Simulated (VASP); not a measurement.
Input of a VASP 6.6.1 run:

INCAR

```
PREC = Accurate
ENCUT = 600
EDIFF = 1E-6
ISMEAR = -1
SIGMA = 0.02
LREAL = F
LASPH = T
NELM = 60
ALGO = Normal
ISIF = 3
LWAVE = F
LCHARG = F
GGA = PE
IBRION = 2
NSW = 80
EDIFFG = -0.005
```

File KPOINTS:

```
regular mesh
0
Gamma
  12 12 6
```

The input POSCAR:

```
BN
1.0
    2.2027020000      0.0000000000      0.0000000000
   -1.1013510000      1.9075958890      0.0000000000
    0.0000000000      0.0000000000      3.5904042600
B N
2 2
Direct
    0.0000000000      0.0000000000      0.0000000000
    0.0000000000      0.0000000000      0.5000000000
    0.3333333333      0.6666666667      0.2500000000
    0.6666666667      0.3333333333      0.7500000000
```

Potentials or basis: VASP PAW PBE potentials, release 64 (B, N).

Launch:

```sh
$ cat potpaw_PBE.64/B/POTCAR potpaw_PBE.64/N/POTCAR > POTCAR
$ mpirun -np 1 vasp_std > vasp.out
```

(1) What does it give for the space group after relaxing (to 0.05 Å)?

(2) What does it give for the relaxed cell?

(3) Estimate the band gap on the k mesh.

(4) What does it give for the relaxed volume?

Answers

(1) P6_3/mmc (No. 194).

(2) a = 2.498 Å, b = 2.498 Å, c = 4.019 Å, α = 90.00°, β = 90.00°, γ = 120.00°.

(3) 1.50 eV, indirect (least direct gap 5.15 eV).

(4) 5.43 Å³/atom.

Caveat: the volume moved by over 15 % at a fixed basis, so the end points are rough.
